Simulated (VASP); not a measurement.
# CdSe (F-43m) in VASP: further runs, part 2 of 2

VASP 6.6.1.

**3. Single point, BLYP+D4**

This run uses another cell than the first one, of 27.78 Å³/atom, 1.021 times its volume.

File INCAR:

```
SYSTEM = CdSe
AGGAC = 1.0
AGGAX = 1.0
ALDAC = 0.0
ALDAX = 1.0
ALGO = Normal
EDIFF = 1E-6
ENCUT = 520
GGA = B5
ISIF = 2
ISMEAR = -1
IVDW = 13
LASPH = .TRUE.
LCHARG = .TRUE.
LELF = .TRUE.
LREAL = .FALSE.
LVHAR = .TRUE.
LWAVE = .FALSE.
NBANDS = 16
NELM = 60
PREC = Accurate
SIGMA = 0.05
VDW_A1 = 0.44488865
VDW_A2 = 4.0933009
VDW_S6 = 1.0
VDW_S8 = 2.34076671
```

File KPOINTS:

```
k-points
0
G
  8 8 8
  0 0 0
```

File POSCAR:

```
CdSe
1.0
    0.0000000000      3.0287759606      3.0287759606
    3.0287759606      0.0000000000      3.0287759606
    3.0287759606      3.0287759606      0.0000000000
Cd Se
1 1
Direct
    0.0000000000      0.0000000000      0.0000000000
    0.2500000000      0.2500000000      0.2500000000
```

Potentials or basis: VASP PAW PBE potentials, release 64 (Cd, Se).

On the command line:

```
$ cat potpaw_PBE.64/Cd/POTCAR potpaw_PBE.64/Se/POTCAR > POTCAR
$ mpirun -np 1 vasp_std > vasp.out
```

OUTCAR:

```text
SYSTEM = CdSe
   EDIFF = 1E-6
   ENCUT = 520
   GGA = B5
   ISIF = 2
   ISMEAR = -1
   IVDW = 13
   LASPH = .TRUE.
   LREAL = .FALSE.
   NELM = 60
   PREC = Accurate

 ion  position               nearest neighbor table
   1  0.000  0.000  0.000-   2 2.62   2 2.62   2 2.62   2 2.62
   2  0.250  0.250  0.250-   1 2.62   1 2.62   1 2.62   1 2.62

  LATTYP: Found a face centered cubic cell.
 ALAT       =     6.0575519212

  Lattice vectors:

 A1 = (   0.0000000000,   3.0287759606,   3.0287759606)
 A2 = (   3.0287759606,   0.0000000000,   3.0287759606)
 A3 = (   3.0287759606,   3.0287759606,   0.0000000000)

Analysis of symmetry for initial positions (statically):
=====================================================================
 Subroutine PRICEL returns:
 Original cell was already a primitive cell.

 Routine SETGRP: Setting up the symmetry group for a
 face centered cubic supercell.

 Subroutine GETGRP returns: Found 24 space group operations
 (whereof 24 operations were pure point group operations)
 out of a pool of 48 trial point group operations.

The static configuration has the point symmetry T_d .

Analysis of symmetry for dynamics (positions and initial velocities):
=====================================================================
 Subroutine PRICEL returns:
[... 161 lines left out ...]
 Fermi energy:         1.7736430892

 k-point     1 :       0.0000    0.0000    0.0000
  band No.  band energies     occupation
      1     -11.2463      2.00000
      2      -6.5953      2.00000
      3      -6.5953      2.00000
      4      -6.5953      2.00000
      5      -6.2146      2.00000
      6      -6.2146      2.00000
[... 433 lines left out ...]
      3      -6.4371      2.00000
      4      -6.2347      2.00000
      5      -6.1979      2.00000
      6      -5.8234      2.00000
[... 8 lines left out ...]
     15      13.2753      0.00000
     16      14.2231      0.00000

 [... further k-points ...]

------------------------ aborting loop because EDIFF is reached ----------------------------------------

  DFT-D4 for vdW energy calculation

  Edisp (eV):   -1.23034

  FORCE on cell =-STRESS in cart. coord.  units (eV):
  Direction    XX          YY          ZZ          XY          YZ          ZX
  --------------------------------------------------------------------------------------
  -------------------------------------------------------------------------------------
  Total       0.98088     0.98088     0.98088     0.00000     0.00000    -0.00000
  in kB      28.28114    28.28114    28.28114     0.00000     0.00000    -0.00000
  external pressure =       28.28 kB  Pullay stress =        0.00 kB

 VOLUME and BASIS-vectors are now :
 -----------------------------------------------------------------------------
  energy-cutoff  :      520.00
  volume of cell :       55.57
      direct lattice vectors                 reciprocal lattice vectors
     0.000000000  3.028775961  3.028775961    -0.165083191  0.165083191  0.165083191
     3.028775961  0.000000000  3.028775961     0.165083191 -0.165083191  0.165083191
     3.028775961  3.028775961  0.000000000     0.165083191  0.165083191 -0.165083191

 POSITION                                       TOTAL-FORCE (eV/Angst)
 -----------------------------------------------------------------------------------
      0.00000      0.00000      0.00000        -0.000000     -0.000000     -0.000000
      1.51439      1.51439      1.51439         0.000000      0.000000      0.000000
 -----------------------------------------------------------------------------------
    total drift:                                0.000001      0.000001      0.000001

  FREE ENERGIE OF THE ION-ELECTRON SYSTEM (eV)
  ---------------------------------------------------
  free  energy   TOTEN  =        -5.6398426476 eV

  energy  without entropy=       -5.6398266884  energy(sigma->0) =       -5.63983467
```

OSZICAR:

```text
N       E                     dE             d eps       ncg     rms          rms(c)
DAV:   1     0.112362625425E+03    0.11236E+03   -0.88457E+03   944   0.101E+03
DAV:   2    -0.838449416276E+00   -0.11320E+03   -0.10692E+03  1144   0.253E+02
DAV:   3    -0.486319077629E+01   -0.40247E+01   -0.40190E+01  1088   0.498E+01
DAV:   4    -0.488002119952E+01   -0.16830E-01   -0.16830E-01  1176   0.328E+00
DAV:   5    -0.488013172700E+01   -0.11053E-03   -0.11053E-03  1112   0.232E-01    0.597E+00
DAV:   6    -0.443120028231E+01    0.44893E+00   -0.71767E-01  1384   0.104E+01    0.475E+00
DAV:   7    -0.440889952444E+01    0.22301E-01   -0.16593E-01  1064   0.270E+00    0.222E+00
DAV:   8    -0.440946890020E+01   -0.56938E-03   -0.14399E-02  1032   0.148E+00    0.264E-01
DAV:   9    -0.440944362848E+01    0.25272E-04   -0.14638E-03  1184   0.520E-01    0.492E-02
DAV:  10    -0.440948003980E+01   -0.36411E-04   -0.15961E-04  1112   0.154E-01    0.418E-02
DAV:  11    -0.440949890603E+01   -0.18866E-04   -0.37761E-05  1144   0.502E-02    0.142E-02
DAV:  12    -0.440949822767E+01    0.67836E-06   -0.42157E-06  1112   0.267E-02
   1 F= -.56398426E+01 E0= -.56398347E+01  d E =-.159592E-04
```

stdout:

```text
POSCAR found type information on POSCAR CdSe
 POSCAR found :  2 types and       2 ions
 scaLAPACK will be used
 -----------------------------------------------------------------------------
|                                                                             |
|                                                                             |
|     You enforced a specific xc type in the INCAR file but a different       |
|     I HOPE YOU KNOW WHAT YOU ARE DOING!                                     |
|                                                                             |
 -----------------------------------------------------------------------------

 LDA part: xc-table for (Slater(with rela. corr.)+VWN5), standard interpolation
 POSCAR, INCAR and KPOINTS ok, starting setup
 FFT: planning ... GRIDC
 FFT: planning ... GRID_SOFT
 FFT: planning ... GRID
 WAVECAR not read
 entering main loop
```

It took 70 s on 1 thread of AMD EPYC 7R13, shared host; peak memory 0.16 GiB.

Results:

* Free energy: -5.6398 eV
* Pressure: 2.8 GPa
* Band gap on the k mesh: 0.60 eV, direct
* Dispersion energy per atom: -0.615 eV

Levels at points of the mesh, in eV from the valence-band top:
| k point | band 6 | band 7 | band 8 | band 9 | band 10 | band 11 | band 12 | band 13 |
| --- | --- | --- | --- | --- | --- | --- | --- | --- |
| (0.00, 0.00, 0.00) | -7.65 | 0.00 | 0.00 | 0.00 | 0.60 | 5.95 | 5.95 | 5.95 |
| (0.50, 0.00, 0.00) | -7.35 | -4.44 | -0.76 | -0.76 | 2.39 | 6.48 | 6.48 | 7.54 |
| (0.50, 0.50, 0.00) | -7.28 | -4.14 | -1.88 | -1.88 | 3.21 | 3.77 | 9.24 | 10.24 |

Caveat: the PAW data sets were made with another functional, which shifts forces and pressure a little.

**4. Single point, RPBE**

This run uses another cell than the first one, of 28.36 Å³/atom, 1.043 times its volume.

File INCAR:

```
PREC     = Accurate       # precision mode
ENCUT    = 520            # plane-wave cutoff, eV
EDIFF    = 1E-6           # SCF threshold, eV
ISMEAR   = -1             # smearing method
SIGMA    = 0.05           # smearing width, eV
LREAL    = F              # projectors in reciprocal space
LASPH    = T              # aspherical terms in the spheres
NELM     = 60             # most SCF steps
ALGO     = Normal         # electronic algorithm
ISIF     = 2              # what is computed and relaxed
LWAVE    = F              # write WAVECAR
LCHARG   = F              # write CHGCAR
GGA      = RP             # functional
NBANDS   = 16             # bands
```

File KPOINTS:

```
regular mesh
0
Gamma
  8 8 8
```

File POSCAR:

```
CdSe
1.0
    0.0000000000      3.0496647307      3.0496647307
    3.0496647307      0.0000000000      3.0496647307
    3.0496647307      3.0496647307      0.0000000000
Cd Se
1 1
Direct
    0.0000000000      0.0000000000      0.0000000000
    0.2500000000      0.2500000000      0.2500000000
```

On the command line:

```
$ cat potpaw_PBE.64/Cd/POTCAR potpaw_PBE.64/Se/POTCAR > POTCAR
$ mpirun -np 1 vasp_std > vasp.out
```

Wall time 44 s (1 thread of AMD EPYC 7R13, shared host); peak memory 0.16 GiB.

It converged, with:

```
Free energy            : -4.8052 eV
Pressure               : 4.6 GPa
Band gap on the k mesh : 0.77 eV, direct
```

Levels at points of the mesh, in eV from the valence-band top:
```tsv
k point	band 5	band 6	band 7	band 8	band 9	band 10	band 11	band 12	band 13	band 14
(0.00, 0.00, 0.00)	-7.55	-7.55	0.00	0.00	0.00	0.77	6.01	6.01	6.01	10.01
(0.50, 0.00, 0.00)	-7.53	-7.25	-4.28	-0.73	-0.73	2.52	6.53	6.53	7.61	10.27
(0.50, 0.50, 0.00)	-7.49	-7.19	-4.00	-1.80	-1.80	3.33	3.85	9.28	10.28	10.28
```

Caveat: the PAW data sets were made with another functional, which shifts forces and pressure a little. Expect the measured gap to be larger: semilocal functionals such as RPBE lack the derivative discontinuity.

**5. Summary**

| level | cell | gap on the mesh (eV) | pressure (GPa) |
| --- | --- | --- | --- |
| BLYP+D4 | a = 4.253 Å, angles 60.0°, 2 atoms | 0.64 | 4.2 |
| BLYP+D4 | a = 4.283 Å, angles 60.0°, 2 atoms | 0.60 | 2.8 |
| RPBE | a = 4.313 Å, angles 60.0°, 2 atoms | 0.77 | 4.6 |

Alike in all rows: task single point; potentials or basis VASP PAW PBE potentials, release 64 (Cd, Se); no spin polarisation; k mesh 8 × 8 × 8; cutoff (eV) 520; smearing fermi-dirac 0.05 eV.

Caveats: the PAW data sets were made with another functional, which shifts forces and pressure a little.

Absolute energies hang on the potentials; compare differences alone.
